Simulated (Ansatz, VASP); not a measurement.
**Two plane-wave programs on P4C**

```
P C
1.0
     4.38161    0.00000    0.00000
     0.00000    4.38161    0.00000
     0.00000    0.00000    4.38161
P C
4 1
Direct
  0.50000 0.50000 0.50000
  0.00000 0.50000 0.50000
  0.50000 0.00000 0.50000
  0.50000 0.50000 0.00000
  0.00000 0.00000 0.00000
```

Change from the starting cell: species swapped into the Mn4N type (Pm-3m, No. 221).

Alike in both runs: functional PBE; k mesh 8 × 8 × 8; occupations gaussian, width 0.1 eV; no spin polarisation.

Ansatz relaxed the structure, and its values are those at the end. VASP's run is a single point on that final structure, the one shown.

```csv
,VASP,Ansatz
version,VASP 6.6.1,Ansatz 0.2.0
potentials or method,"VASP PAW PBE potentials, release 64 (P, C), cutoff 520 eV","scalar-relativistic, plane waves, PAW"
valence electrons in the cell,24,24
```

Ansatz gave:

```
gap on the k mesh at the Fermi level (eV) : none
pressure (GPa)                            : 0.0
```

Problem. Which values does VASP return?

Solution. gap on the k mesh at the Fermi level (eV): none; pressure (GPa): -0.2.

A gap of «none» marks a metal or a gap that the smearing closes. The functional is the same, so the differences come from potentials, cutoffs and numerics.
